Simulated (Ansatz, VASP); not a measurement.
# One calculation of AlN, two programs

```
CELL_PARAMETERS angstrom
0.00000 1.97800 1.97800
1.97800 0.00000 1.97800
1.97800 1.97800 0.00000
ATOMIC_POSITIONS crystal
Al 0.00000 0.00000 0.00000
N 0.50000 0.50000 0.50000
```

Alike in both runs: task single point; functional PBE; dispersion D3(BJ); k mesh 10 × 10 × 10; occupations gaussian, width 0.05 eV; no spin polarisation.

```csv
,VASP,Ansatz
version,VASP 6.6.1,Ansatz 0.2.0
potentials or method,"VASP PAW PBE potentials, release 64 (Al, N), cutoff 600 eV","scalar-relativistic, plane waves, PAW"
valence electrons in the cell,8,8
```

|  | VASP | Ansatz | Ansatz less VASP |
| --- | --- | --- | --- |
| gap on the k mesh at the Fermi level (eV) | 5.19 | 5.17 | -0.014 |
| least direct gap on the mesh (eV) | 6.66 | 6.64 | -0.019 |
| pressure (GPa) | 17.3 | 17.7 | +0.47 |
